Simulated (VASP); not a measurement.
# AgCl (P6_3mc) in VASP: further runs

Runs on AgCl. Level: PBE. Tasks: single point, relaxation of cell and atoms.

Program: VASP 6.6.1. These are calculated values, not measurements. Logs are shortened: lines on timing, memory, paths and dates and some standing lists are left out, and cuts for length are marked.

### 1 The cell of the first run

The structure is hexagonal, space group P6_3mc (No. 186). Conventional cell: a = 4.301 Å, b = 4.301 Å, c = 6.948 Å, α = 90.00°, β = 90.00°, γ = 120.00°. Within 3.5 Å of Ag (site symmetry 3m) lie 4 Cl at 2.62 to 2.63 Å. Within 3.5 Å of Cl (site symmetry 3m) lie 4 Ag at 2.62 to 2.63 Å.

### 2 Single point, PBE

File INCAR:

```
PREC = Accurate ; ENCUT = 520
EDIFF = 1E-6 ; ISMEAR = 0
SIGMA = 0.02 ; LREAL = False
LASPH = True ; NELM = 60
ALGO = Normal ; ISIF = 2
LWAVE = False ; LCHARG = True
GGA = PE ; LELF = True
LVHAR = True ; NBANDS = 26
```

File KPOINTS:

```
regular mesh
0
Gamma
  9 9 4
```

File POSCAR:

```
AgCl
1.0
    4.3009875330      0.0000000000      0.0000000000
   -2.1504937665      3.7247644649      0.0000000000
    0.0000000000      0.0000000000      6.9477507346
Ag Cl
2 2
Direct
    0.6666666667      0.3333333333      0.4990771654
    0.3333333333      0.6666666667     -0.0009228346
    0.6666666667      0.3333333333      0.8779228346
    0.3333333333      0.6666666667      0.3779228346
```

Potentials or basis: VASP PAW PBE potentials, release 64 (Ag, Cl).

Started as:

```bash
$ cat potpaw_PBE.64/Ag/POTCAR potpaw_PBE.64/Cl/POTCAR > POTCAR
$ mpirun -np 1 vasp_std > vasp.out
```

OUTCAR:

```text
PREC = Accurate
   ENCUT = 520
   EDIFF = 1E-6
   ISMEAR = 0
   LREAL = False
   LASPH = True
   NELM = 60
   ISIF = 2
   GGA = PE

 ion  position               nearest neighbor table
   1  0.667  0.333  0.499-   4 2.62   4 2.62   4 2.62   3 2.63
   2  0.333  0.667  0.999-   3 2.62   3 2.62   3 2.62   4 2.63
   3  0.667  0.333  0.878-   2 2.62   2 2.62   2 2.62   1 2.63
   4  0.333  0.667  0.378-   1 2.62   1 2.62   1 2.62   2 2.63

  LATTYP: Found a hexagonal cell.
 ALAT       =     4.3009875330
 C/A-ratio  =     1.6153849974

  Lattice vectors:

 A1 = (   4.3009875330,   0.0000000000,   0.0000000000)
 A2 = (  -2.1504937665,   3.7247644649,   0.0000000000)
 A3 = (   0.0000000000,   0.0000000000,   6.9477507346)

Analysis of symmetry for initial positions (statically):
=====================================================================
 Subroutine PRICEL returns:
 Original cell was already a primitive cell.

 Routine SETGRP: Setting up the symmetry group for a
 hexagonal supercell.

 Subroutine GETGRP returns: Found 12 space group operations
 (whereof  6 operations were pure point group operations)
 out of a pool of 24 trial point group operations.

The static configuration has the point symmetry C_3v.
 The point group associated with its full space group is C_6v.

Analysis of symmetry for dynamics (positions and initial velocities):
=====================================================================
 Subroutine PRICEL returns:
 Original cell was already a primitive cell.

 Routine SETGRP: Setting up the symmetry group for a
 hexagonal supercell.

 Subroutine GETGRP returns: Found 12 space group operations
 (whereof  6 operations were pure point group operations)
 out of a pool of 24 trial point group operations.

The dynamic configuration has the point symmetry C_3v.
 The point group associated with its full space group is C_6v.

 Subroutine INISYM returns: Found 12 space group operations
 (whereof  6 operations are pure point group operations),
 and found     1 'primitive' translations

----------------------------------------------------------------------------------------

                                     Primitive cell

  volume of cell :     111.3041

  direct lattice vectors                    reciprocal lattice vectors
     4.300987533  0.000000000  0.000000000     0.232504743  0.134236676  0.000000000
    -2.150493766  3.724764465  0.000000000     0.000000000  0.268473352  0.000000000
     0.000000000  0.000000000  6.947750735     0.000000000  0.000000000  0.143931473

  length of vectors
     4.300987533  4.300987533  6.947750735     0.268473352  0.268473352  0.143931473

  position of ions in fractional coordinates (direct lattice)
     0.666666667  0.333333333  0.499077165
     0.333333333  0.666666667  0.999077165
     0.666666667  0.333333333  0.877922835
     0.333333333  0.666666667  0.377922835

  ion indices of the primitive-cell ions
   primitive index   ion index
                 1           1
                 2           2
                 3           3
                 4           4

----------------------------------------------------------------------------------------

 KPOINTS: regular mesh

Automatic generation of k-mesh.
 Grid dimensions read from file:
 generate k-points for:    9    9    4

 Generating k-lattice:

  Cartesian coordinates                     Fractional coordinates (reciprocal lattice)
     0.025833860  0.014915186  0.000000000     0.111111111  0.000000000  0.000000000
     0.000000000  0.029830372  0.000000000     0.000000000  0.111111111  0.000000000
     0.000000000  0.000000000  0.035982868     0.000000000  0.000000000  0.250000000

  Length of vectors
     0.029830372  0.029830372  0.035982868

  Shift w.r.t. Gamma in fractional coordinates (k-lattice)
     0.000000000  0.000000000  0.000000000

 Subroutine IBZKPT returns following result:
 ===========================================

 Found     36 irreducible k-points:

 Following reciprocal coordinates:
            Coordinates               Weight
  0.000000  0.000000  0.000000      1.000000
  0.111111  0.000000  0.000000      6.000000
  0.222222  0.000000  0.000000      6.000000
  0.333333 -0.000000  0.000000      6.000000
  0.444444  0.000000  0.000000      6.000000
  0.111111  0.111111  0.000000      6.000000
[... 16 lines left out ...]
  0.333333  0.222222  0.250000     24.000000
  0.333333  0.333333  0.250000      4.000000
 [... further k-points ...]
   k-points           NKPTS =     36   k-points in BZ     NKDIM =     36   number of bands    NBANDS=     26
   number of dos      NEDOS =    301   number of ions     NIONS =      4
   total plane-waves  NPLWV =  55296
   dimension x,y,z NGX =    32 NGY =   32 NGZ =   54
   dimension x,y,z NGXF=    64 NGYF=   64 NGZF=  108
   ions per type =               2   2
   NGX,Y,Z   is equivalent  to a cutoff of  12.37, 12.37, 12.92 a.u.
   NGXF,Y,Z  is equivalent  to a cutoff of  24.74, 24.74, 25.84 a.u.
 SYSTEM =  unknown system
   PREC   = accura    normal or accurate (medium, high low for compatibility)
   ISTART =      0    job   : 0-new  1-cont  2-samecut
   ICHARG =      2    charge: 1-file 2-atom 10-const
   ISPIN  =      1    spin polarized calculation?
   LNONCOLLINEAR =      F non collinear calculations
   LSORBIT =      F    spin-orbit coupling
   LASPH  =      T    aspherical Exc in radial PAW
   ENCUT  =  520.0 eV  38.22 Ry    6.18 a.u.   8.00  8.00 12.92*2*pi/ulx,y,z
   NELM   =     60;   NELMIN=  2; NELMDL= -5     # of ELM steps
   EDIFF  = 0.1E-05   stopping-criterion for ELM
   LREAL  =      F    real-space projection
[... 7 lines left out ...]
   TEBEG  =    0.0;   TEEND  =   0.0 temperature during run
   PSTRESS=    0.0 pullay stress
   NELECT =      36.0000    total number of electrons
   NUPDOWN=      -1.0000    fix difference up-down
   EMIN   =  10.00;   EMAX   =-10.00  energy-range for DOS
   EFERMI =   0.00;   METHOD = LEGACY
   ISMEAR =     0;   SIGMA  =   0.02  broadening in eV -4-tet -1-fermi 0-gaus
   EFERMI_NEDOS =   21; number of points for ismear=-14 and -15
   IALGO  =     38    algorithm
   IMIX   =      4    mixing-type and parameters
     AMIX     =   0.40;   BMIX     =  1.00
     AMIX_MAG =   1.60;   BMIX_MAG =  1.00
  volume/ion in A,a.u.               =      27.83       187.78
  Fermi-wavevector in a.u.,A,eV,Ry     =   1.123756  2.123590 17.181804  1.262827
  Thomas-Fermi vector in A             =   2.260424
   LORBIT       =      0    0 simple, 1 ext, 2 COOP (PROOUT), +10 PAW based schemes
   GGA     = PE    functional components
   LHFCALC =     F    Hartree Fock is set to
   AEXX    =    0.0000 exact exchange contribution
   IVDW    =     0    specifies the selected vdW correction
   LEPSILON=     F    determine dielectric tensor
   LRPA    =     F    only Hartree local field effects (RPA)
 non-spin polarized calculation
 Gauss-broadening in eV      SIGMA  =   0.02
  energy-cutoff  :      520.00
  volume of cell :      111.30
 maximum number of plane-waves:      3020
 NGX is ok and might be reduce to    32
   NGX = 15   NGY = 15   NGZ = 25

 number of electron      35.9999998 magnetization

 Free energy of the ion-electron system (eV)
  ---------------------------------------------------
  ext. energy  EPLUGINS =         0.00000000
  ---------------------------------------------------
  free energy    TOTEN  =       -10.91249638 eV

  energy without entropy =      -10.91249638  energy(sigma->0) =      -10.91249638

 E-fermi :   1.4981     XC(G=0):  -8.3631

 val. band max:        1.4134621107   @ k =   0.0000   0.0000   0.0000
 cond. band min:       2.7199725149   @ k =   0.0000   0.0000   0.0000
 fundamental gap:      1.3065104042
 Fermi energy:         1.4980713930

 k-point     1 :       0.0000    0.0000    0.0000
  band No.  band energies     occupation
      1     -13.2728      2.00000
      2     -13.1057      2.00000
      3      -2.5245      2.00000
      4      -2.4767      2.00000
      5      -2.4767      2.00000
      6      -2.4248      2.00000
[... 18 lines left out ...]
     25      10.2060      0.00000
     26      10.2060      0.00000

 k-point     2 :       0.1111    0.0000    0.0000
  band No.  band energies     occupation
      1     -13.2562      2.00000
      2     -13.0981      2.00000
      3      -2.5195      2.00000
      4      -2.4750      2.00000
      5      -2.4531      2.00000
      6      -2.4050      2.00000
[... 18 lines left out ...]
     25      10.0001      0.00000
     26      10.3498      0.00000

 k-point     3 :       0.2222    0.0000    0.0000
  band No.  band energies     occupation
      1     -13.2128      2.00000
      2     -13.0801      2.00000
      3      -2.5932      2.00000
      4      -2.4215      2.00000
      5      -2.3940      2.00000
      6      -2.3642      2.00000
[... 18 lines left out ...]
     25      10.3279      0.00000
     26      10.7054      0.00000

 k-point     4 :       0.3333   -0.0000    0.0000
  band No.  band energies     occupation
      1     -13.1591      2.00000
      2     -13.0634      2.00000
      3      -2.6419      2.00000
      4      -2.4819      2.00000
      5      -2.3291      2.00000
      6      -2.2518      2.00000
[... 18 lines left out ...]
     25      10.4176      0.00000
     26      11.2433      0.00000
[... 496 lines left out ...]
      1     -13.1216      2.00000
      2     -13.0689      2.00000
      3      -2.6010      2.00000
      4      -2.5485      2.00000
      5      -2.3401      2.00000
      6      -2.2849      2.00000
[... 18 lines left out ...]
     25      10.0497      0.00000
     26      11.2730      0.00000

 k-point    23 :       0.3333    0.2222    0.2500
  band No.  band energies     occupation
      1     -13.0907      2.00000
      2     -13.0642      2.00000
      3      -2.5554      2.00000
      4      -2.5126      2.00000
      5      -2.3477      2.00000
      6      -2.2316      2.00000
[... 18 lines left out ...]
     25      10.5858      0.00000
     26      11.3060      0.00000

 k-point    24 :       0.3333    0.3333    0.2500
  band No.  band energies     occupation
      1     -13.0713      2.00000
      2     -13.0713      2.00000
      3      -2.4520      2.00000
      4      -2.4520      2.00000
      5      -2.4193      2.00000
      6      -2.2413      2.00000
[... 18 lines left out ...]
     25      11.1765      0.00000
     26      11.3156      0.00000

 [... further k-points ...]
[... 5 lines left out ...]
  --------------------------------------------------------------------------------------
  -------------------------------------------------------------------------------------
  Total       -0.0803965     -0.0803965     -0.0745818      0.0000000      0.0000000      0.0000000
  in kB       -1.1572753     -1.1572753     -1.0735743      0.0000000      0.0000000      0.0000000
  external PRESSURE =      -1.1293750 kB  Pullay stress =       0.0000000 kB

 VOLUME and BASIS-vectors are now :
 -----------------------------------------------------------------------------
  energy-cutoff  :      520.00
  volume of cell :      111.30
      direct lattice vectors                 reciprocal lattice vectors
     4.300987533  0.000000000  0.000000000     0.232504743  0.134236676  0.000000000
    -2.150493766  3.724764465  0.000000000     0.000000000  0.268473352  0.000000000
     0.000000000  0.000000000  6.947750735     0.000000000  0.000000000  0.143931473

 POSITION                                       TOTAL-FORCE (eV/Angst)
 -----------------------------------------------------------------------------------
      2.15049      1.24159      3.46746         0.000000     -0.000000     -0.003409
     -0.00000      2.48318      6.94134        -0.000000      0.000000     -0.003409
      2.15049      1.24159      6.09959        -0.000000     -0.000000      0.003409
     -0.00000      2.48318      2.62571         0.000000      0.000000      0.003409
 -----------------------------------------------------------------------------------
    total drift:                               -0.000000      0.000000     -0.000683

  FREE ENERGIE OF THE ION-ELECTRON SYSTEM (eV)
  ---------------------------------------------------
  free  energy   TOTEN  =       -10.9124963776 eV

  energy  without entropy=      -10.9124963776  energy(sigma->0) =      -10.91249638
```

Run time: 73 s. Hardware: 1 thread of Intel Xeon Platinum 8259CL at 2.50GHz (Skylake/Cascade Lake), shared host; peak memory 0.27 GiB.

What came out:

- Free energy: -10.9125 eV
- Pressure: -0.1 GPa
- Largest force: 0.003 eV/Å
- Band gap on the k mesh: 1.31 eV

Forces in eV/Å, atoms in the order of the input:
```
Ag   0.000  0.000 -0.003
Ag   0.000  0.000 -0.003
Cl   0.000  0.000  0.003
Cl   0.000  0.000  0.003
```

Levels at points of the mesh, in eV from the valence-band top:
| k point | band 16 | band 17 | band 18 | band 19 | band 20 | band 21 |
| --- | --- | --- | --- | --- | --- | --- |
| (0.00, 0.00, 0.00) | -0.11 | 0.00 | 0.00 | 1.31 | 3.58 | 6.74 |
| (0.00, 0.00, 0.50) | -0.27 | -0.27 | -0.27 | 2.73 | 2.73 | 6.85 |

### 3 Relaxation of cell and atoms, PBE

This run uses another cell than the first one, of 25.64 Å³/atom.

File INCAR:

```
PREC     = Accurate       # precision mode
ENCUT    = 600            # plane-wave cutoff, eV
EDIFF    = 1E-7           # SCF threshold, eV
ISMEAR   = 0              # smearing method
SIGMA    = 0.02           # smearing width, eV
LREAL    = False          # projectors in reciprocal space
LASPH    = True           # aspherical terms in the spheres
NELM     = 60             # most SCF steps
ALGO     = Normal         # electronic algorithm
ISIF     = 3              # what is computed and relaxed
LWAVE    = False          # write WAVECAR
LCHARG   = False          # write CHGCAR
GGA      = PE             # functional
IBRION   = 2              # ionic algorithm
NSW      = 80             # ionic steps
EDIFFG   = -0.01          # ionic threshold
```

KPOINTS is that of step 2.

File POSCAR:

```
AgCl
1.0
    4.1744995511      0.0000000000      0.0000000000
   -2.0872497756      3.6152226594      0.0000000000
    0.0000000000      0.0000000000      6.7948703456
Ag Cl
2 2
Direct
    0.6666666667      0.3333333333      0.5002641353
    0.3333333333      0.6666666667      0.0002641353
    0.6666666667      0.3333333333      0.8767358647
    0.3333333333      0.6666666667      0.3767358647
```

Potentials or basis: VASP PAW PBE potentials, release 64 (Ag, Cl).

Started as:

```bash
$ cat potpaw_PBE.64/Ag/POTCAR potpaw_PBE.64/Cl/POTCAR > POTCAR
$ mpirun -np 1 vasp_std > vasp.out
```

It took 3.1 min on 1 thread of Intel Xeon Platinum 8259CL at 2.50GHz (Skylake/Cascade Lake), shared host; peak memory 0.31 GiB.

The run converged. Its results:

```yaml
Free_energy: -10.9099 eV
Relaxed_volume: 27.74 Å³/atom
Relaxed_cell: a = 4.287 Å, b = 4.287 Å, c = 6.972 Å, α = 90.00°, β = 90.00°, γ = 120.00°
Space_group_after_relaxing_to_0.1_Å: P6_3mc (No. 186)
Energy_gained_by_relaxing: 17.5 meV/atom
Ionic_steps: 3
Pressure_after_relaxing: 0.0 GPa
Largest_force_after_relaxing: 0.005 eV/Å
Band_gap_on_the_k_mesh: 1.31 eV
```

Forces in eV/Å, atoms in the order of the input:
```
Ag   0.000  0.000 -0.005
Ag   0.000  0.000 -0.005
Cl   0.000  0.000  0.005
Cl   0.000  0.000  0.005
```

The path:
| step | energy change (eV) | largest force (eV/Å) | pressure (GPa) | volume (Å³) |
| --- | --- | --- | --- | --- |
| 1 | 0.0000 | 0.0022 | 2.91 | 102.55 |
| 2 | -0.0687 | 0.0047 | 0.37 | 109.61 |
| 3 | -0.0702 | 0.0053 | -0.02 | 110.98 |

Final structure:
```xyz
4
Lattice="4.2874 0.0000 0.0000 -2.1437 3.7130 0.0000 0.0000 0.0000 6.9715" Properties=species:S:1:pos:R:3 pbc="T T T"
Ag    2.1437    1.2377    3.4877
Ag    0.0000    2.4753    0.0020
Cl    2.1437    1.2377    6.1121
Cl    0.0000    2.4753    2.6263
```

Levels at points of the mesh, in eV from the valence-band top:
| k point | band 15 | band 16 | band 17 | band 18 | band 19 | band 20 | band 21 | band 22 |
| --- | --- | --- | --- | --- | --- | --- | --- | --- |
| (0.00, 0.00, 0.00) | -0.54 | -0.09 | 0.00 | 0.00 | 1.31 | 3.61 | 6.72 | 8.06 |
| (0.00, 0.00, 0.50) | -0.27 | -0.27 | -0.27 | -0.27 | 2.73 | 2.73 | 6.85 | 6.85 |

A k mesh can miss the band edges.

(Continued in part 2 of 2.)
